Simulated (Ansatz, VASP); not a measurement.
**One calculation of As, two programs**

```
As
1.0
     2.97948   -0.10062    0.32377
    -0.10062    2.58301    0.26188
     0.32377    0.26188    2.54855
As
1
Direct
  0.50000 0.50000 0.50000
```

Change from the starting cell: cell sheared at random, sigma 0.1, atoms nudged by 0.01 Å.

Alike in both runs: task single point; functional PBE0; k mesh 4 × 4 × 5; occupations fermi-dirac, width 0.05 eV; non-collinear spin, spin-orbit coupling.

```csv
,VASP,Ansatz
version,VASP 6.6.1,Ansatz 0.2.0
potentials or method,"VASP PAW PBE potentials, release 64 (As)",Ansatz PAW
plane-wave cutoff (eV),520,420
valence electrons in the cell,5,15
```

Ansatz gave:

| Item | Value |
| --- | --- |
| pressure (GPa) | 3.2 |
| traceless stress, the component that is largest in VASP (GPa) | 30.87 |

**Question.** What did VASP give for the same quantities?

**Answer.** Pressure (GPa): 2.6; traceless stress, the component that is largest in VASP (GPa): 30.84.

The functional is the same, so the differences come from potentials, cutoffs and numerics. VASP's potentials hold 5 valence electrons a cell and Ansatz's 15, so a difference there can come from the potentials and not from the codes.

The k mesh is coarse, so the values compare programs but aren't converged.
